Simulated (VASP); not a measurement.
# Se (Fm-3m) in VASP: further runs

The runs below take Se through single point, relaxation of cell and atoms, with LDA.

All numbers are computed with VASP 6.6.1; they aren't measurements. Logs are shortened: lines on timing, memory, paths and dates and some standing lists are left out, and cuts for length are marked.

## Step 1: The cell of the first run

Symmetry: Fm-3m, No. 225, cubic system. The conventional cell has a = 4.397 Å, b = 4.397 Å, c = 4.397 Å, α = 90.00°, β = 90.00°, γ = 90.00°. Within 4.1 Å of Se (site symmetry m-3m) lie 12 Se at 3.11 Å.

## Step 2: Single point, LDA (volume scaled by 1.12)

INCAR reads:

```
  PREC = Accurate
  ENCUT = 520
  EDIFF = 1E-6
  ISMEAR = -1
  SIGMA = 0.1
  LREAL = False
  LASPH = True
  NELM = 100
  ALGO = Normal
  ISIF = 2
  LWAVE = False
  LCHARG = True
  GGA = CA
  LELF = True
  LVHAR = True
  NBANDS = 9
```

KPOINTS reads:

```
Automatic mesh
0
Gamma
  14 14 14
```

POSCAR reads:

```
Se
1.0
    0.0000000000      2.1985135367      2.1985135367
    2.1985135367      0.0000000000      2.1985135367
    2.1985135367      2.1985135367      0.0000000000
Se
1
Direct
    0.0000000000      0.0000000000      0.0000000000
```

Potentials or basis: VASP PAW LDA potentials, release 64 (Se).

Command:

```
$ cat potpaw_LDA.64/Se/POTCAR > POTCAR
$ mpirun -np 1 vasp_std > vasp.out
```

OUTCAR:

```text
PREC = Accurate
   ENCUT = 520
   EDIFF = 1E-6
   ISMEAR = -1
   LREAL = False
   LASPH = True
   NELM = 100
   ISIF = 2
   GGA = CA

 ion  position               nearest neighbor table
   1  0.000  0.000  0.000-

  LATTYP: Found a face centered cubic cell.
 ALAT       =     4.3970270734

  Lattice vectors:

 A1 = (   0.0000000000,   2.1985135367,   2.1985135367)
 A2 = (   2.1985135367,   0.0000000000,   2.1985135367)
 A3 = (   2.1985135367,   2.1985135367,   0.0000000000)

Analysis of symmetry for initial positions (statically):
=====================================================================
 Subroutine PRICEL returns:
 Original cell was already a primitive cell.

 Routine SETGRP: Setting up the symmetry group for a
 face centered cubic supercell.

 Subroutine GETGRP returns: Found 48 space group operations
 (whereof 48 operations were pure point group operations)
 out of a pool of 48 trial point group operations.

The static configuration has the point symmetry O_h .

Analysis of symmetry for dynamics (positions and initial velocities):
=====================================================================
 Subroutine PRICEL returns:
 Original cell was already a primitive cell.

 Routine SETGRP: Setting up the symmetry group for a
 face centered cubic supercell.

 Subroutine GETGRP returns: Found 48 space group operations
 (whereof 48 operations were pure point group operations)
 out of a pool of 48 trial point group operations.

The dynamic configuration has the point symmetry O_h .

 Subroutine INISYM returns: Found 48 space group operations
 (whereof 48 operations are pure point group operations),
 and found     1 'primitive' translations

----------------------------------------------------------------------------------------

                                     Primitive cell

  volume of cell :      21.2529

  direct lattice vectors                    reciprocal lattice vectors
     0.000000000  2.198513537  2.198513537    -0.227426391  0.227426391  0.227426391
     2.198513537  0.000000000  2.198513537     0.227426391 -0.227426391  0.227426391
     2.198513537  2.198513537  0.000000000     0.227426391  0.227426391 -0.227426391

  length of vectors
     3.109167661  3.109167661  3.109167661     0.393914065  0.393914065  0.393914065

  position of ions in fractional coordinates (direct lattice)
     0.000000000  0.000000000  0.000000000

  ion indices of the primitive-cell ions
   primitive index   ion index
                 1           1

----------------------------------------------------------------------------------------

 KPOINTS: Automatic mesh

Automatic generation of k-mesh.
 Grid dimensions read from file:
 generate k-points for:   14   14   14

 Generating k-lattice:

  Cartesian coordinates                     Fractional coordinates (reciprocal lattice)
    -0.016244742  0.016244742  0.016244742     0.071428571  0.000000000  0.000000000
     0.016244742 -0.016244742  0.016244742     0.000000000  0.071428571  0.000000000
     0.016244742  0.016244742 -0.016244742     0.000000000  0.000000000  0.071428571

  Length of vectors
     0.028136719  0.028136719  0.028136719

  Shift w.r.t. Gamma in fractional coordinates (k-lattice)
     0.000000000  0.000000000  0.000000000

 Subroutine IBZKPT returns following result:
 ===========================================

 Found    104 irreducible k-points:

 Following reciprocal coordinates:
            Coordinates               Weight
  0.000000  0.000000  0.000000      1.000000
  0.071429  0.000000  0.000000      8.000000
  0.142857  0.000000  0.000000      8.000000
  0.214286  0.000000  0.000000      8.000000
  0.285714  0.000000  0.000000      8.000000
  0.357143  0.000000  0.000000      8.000000
[... 16 lines left out ...]
  0.214286  0.142857  0.000000     24.000000
  0.285714  0.142857  0.000000     24.000000
 [... further k-points ...]
   k-points           NKPTS =    104   k-points in BZ     NKDIM =    104   number of bands    NBANDS=      9
   number of dos      NEDOS =    301   number of ions     NIONS =      1
   total plane-waves  NPLWV =  13824
   dimension x,y,z NGX =    24 NGY =   24 NGZ =   24
   dimension x,y,z NGXF=    48 NGYF=   48 NGZF=   48
   ions per type =               1
   NGX,Y,Z   is equivalent  to a cutoff of  12.83, 12.83, 12.83 a.u.
   NGXF,Y,Z  is equivalent  to a cutoff of  25.67, 25.67, 25.67 a.u.
 SYSTEM =  unknown system
   PREC   = accura    normal or accurate (medium, high low for compatibility)
   ISTART =      0    job   : 0-new  1-cont  2-samecut
   ICHARG =      2    charge: 1-file 2-atom 10-const
   ISPIN  =      1    spin polarized calculation?
   LNONCOLLINEAR =      F non collinear calculations
   LSORBIT =      F    spin-orbit coupling
   LASPH  =      T    aspherical Exc in radial PAW
   ENCUT  =  520.0 eV  38.22 Ry    6.18 a.u.   5.78  5.78  5.78*2*pi/ulx,y,z
   NELM   =    100;   NELMIN=  2; NELMDL= -5     # of ELM steps
   EDIFF  = 0.1E-05   stopping-criterion for ELM
   LREAL  =      F    real-space projection
   EDIFFG = 0.1E-04   stopping-criterion for IOM
   NSW    =      0    number of steps for IOM
   IBRION =     -1    ionic relax: 0-MD 1-quasi-New 2-CG
   NFREE  =      0    steps in history (QN), initial steepest desc. (CG)
   ISIF   =      2    stress and relaxation
   ISYM   =      2    0-nonsym 1-usesym 2-fastsym
   POTIM  = 0.5000    time-step for ionic-motion
   TEBEG  =    0.0;   TEEND  =   0.0 temperature during run
   PSTRESS=    0.0 pullay stress
   NELECT =       6.0000    total number of electrons
   NUPDOWN=      -1.0000    fix difference up-down
   EMIN   =  10.00;   EMAX   =-10.00  energy-range for DOS
   EFERMI =   0.00;   METHOD = LEGACY
   ISMEAR =    -1;   SIGMA  =   0.10  broadening in eV -4-tet -1-fermi 0-gaus
   EFERMI_NEDOS =   21; number of points for ismear=-14 and -15
   IALGO  =     38    algorithm
   IMIX   =      4    mixing-type and parameters
     AMIX     =   0.40;   BMIX     =  1.00
     AMIX_MAG =   1.60;   BMIX_MAG =  1.00
  volume/ion in A,a.u.               =      21.25       143.42
  Fermi-wavevector in a.u.,A,eV,Ry     =   1.073955  2.029481 15.692680  1.153379
  Thomas-Fermi vector in A             =   2.209769
   LORBIT       =      0    0 simple, 1 ext, 2 COOP (PROOUT), +10 PAW based schemes
   GGA     = CA    functional components
   LHFCALC =     F    Hartree Fock is set to
   AEXX    =    0.0000 exact exchange contribution
   IVDW    =     0    specifies the selected vdW correction
   LEPSILON=     F    determine dielectric tensor
   LRPA    =     F    only Hartree local field effects (RPA)
 non-spin polarized calculation
  energy-cutoff  :      520.00
  volume of cell :       21.25
 maximum number of plane-waves:       588
   NGX = 11   NGY = 11   NGZ = 11

 number of electron       5.9999998 magnetization

 Free energy of the ion-electron system (eV)
  ---------------------------------------------------
  ext. energy  EPLUGINS =         0.00000000
  ---------------------------------------------------
  free energy    TOTEN  =        -3.53075436 eV

  energy without entropy =       -3.49620777  energy(sigma->0) =       -3.51348106

 E-fermi :   4.9347     XC(G=0): -10.5848

 val. band max:        4.9320876798   @ k =   0.3571   0.2143   0.0000
 cond. band min:       4.9580275225   @ k =  -0.4286   0.2857   0.0714
 fundamental gap:      0.0259398427
 Fermi energy:         4.9346533575

 k-point     1 :       0.0000    0.0000    0.0000
  band No.  band energies     occupation
      1     -10.7207      2.00000
      2       7.7281      0.00000
      3       7.7281      0.00000
      4       7.7281      0.00000
      5      15.3672      0.00000
      6      16.9074      0.00000
      7      16.9074      0.00000
      8      16.9074      0.00000
      9      20.3534      0.00000

 k-point     2 :       0.0714    0.0000    0.0000
  band No.  band energies     occupation
      1     -10.6252      2.00000
      2       7.0511      0.00000
      3       7.6523      0.00000
      4       7.6523      0.00000
      5      15.6782      0.00000
      6      16.6489      0.00000
      7      17.0880      0.00000
      8      17.0880      0.00000
      9      21.2823      0.00000

 k-point     3 :       0.1429    0.0000    0.0000
  band No.  band energies     occupation
      1     -10.3427      2.00000
      2       5.4840      0.00820
      3       7.4540      0.00000
      4       7.4540      0.00000
      5      15.1891      0.00000
      6      17.4763      0.00000
      7      17.4763      0.00000
      8      17.6026      0.00000
      9      20.8042      0.00000

 k-point     4 :       0.2143    0.0000    0.0000
  band No.  band energies     occupation
      1      -9.8872      2.00000
      2       3.6318      2.00000
      3       7.1974      0.00000
      4       7.1974      0.00000
      5      14.4694      0.00000
      6      17.5379      0.00000
      7      17.5379      0.00000
      8      19.1001      0.00000
      9      20.7523      0.00000
[... 205 lines left out ...]
 k-point    22 :       0.1429    0.1429    0.0000
  band No.  band energies     occupation
      1     -10.2160      2.00000
      2       5.8927      0.00014
      3       6.7726      0.00000
      4       6.7726      0.00000
      5      14.6271      0.00000
      6      16.4215      0.00000
      7      18.5663      0.00000
      8      18.5663      0.00000
      9      19.1904      0.00000

 k-point    23 :       0.2143    0.1429    0.0000
  band No.  band energies     occupation
      1      -9.8790      2.00000
      2       4.6510      1.88919
      3       6.4013      0.00000
      4       6.5272      0.00000
      5      14.2174      0.00000
      6      15.8461      0.00000
      7      18.3367      0.00000
      8      19.1718      0.00000
      9      20.6459      0.00000

 k-point    24 :       0.2857    0.1429    0.0000
  band No.  band energies     occupation
      1      -9.3816      2.00000
      2       3.0297      2.00000
      3       6.1058      0.00002
      4       6.1788      0.00001
      5      14.0269      0.00000
      6      15.6542      0.00000
      7      18.0578      0.00000
      8      19.1520      0.00000
      9      22.5076      0.00000

 [... further k-points ...]
[... 5 lines left out ...]
  --------------------------------------------------------------------------------------
  -------------------------------------------------------------------------------------
  Total       -1.0166253     -1.0166253     -1.0166253     -0.0000000      0.0000000      0.0000000
  in kB      -76.6397488    -76.6397488    -76.6397488     -0.0000000      0.0000000      0.0000000
  external PRESSURE =     -76.6397488 kB  Pullay stress =       0.0000000 kB

 VOLUME and BASIS-vectors are now :
 -----------------------------------------------------------------------------
  energy-cutoff  :      520.00
  volume of cell :       21.25
      direct lattice vectors                 reciprocal lattice vectors
     0.000000000  2.198513537  2.198513537    -0.227426391  0.227426391  0.227426391
     2.198513537  0.000000000  2.198513537     0.227426391 -0.227426391  0.227426391
     2.198513537  2.198513537  0.000000000     0.227426391  0.227426391 -0.227426391

 POSITION                                       TOTAL-FORCE (eV/Angst)
 -----------------------------------------------------------------------------------
      0.00000      0.00000      0.00000         0.000000     -0.000000      0.000000
 -----------------------------------------------------------------------------------
    total drift:                                0.000000     -0.000000     -0.000000

  FREE ENERGIE OF THE ION-ELECTRON SYSTEM (eV)
  ---------------------------------------------------
  free  energy   TOTEN  =        -3.5307543559 eV

  energy  without entropy=       -3.4962077706  energy(sigma->0) =       -3.51348106
```

Wall time 4.1 s (1 thread of Intel Xeon 6975P-C (Granite Rapids), shared host); peak memory 0.13 GiB.

What came out:

| Quantity | Value |
| --- | --- |
| Free energy | -3.5308 eV |
| Pressure | -7.7 GPa |
| Band gap on the k mesh | zero (band 3 reaches 7.73 eV, above the bottom of band 4 at 2.92 eV) |

[end of part 1 of 2]
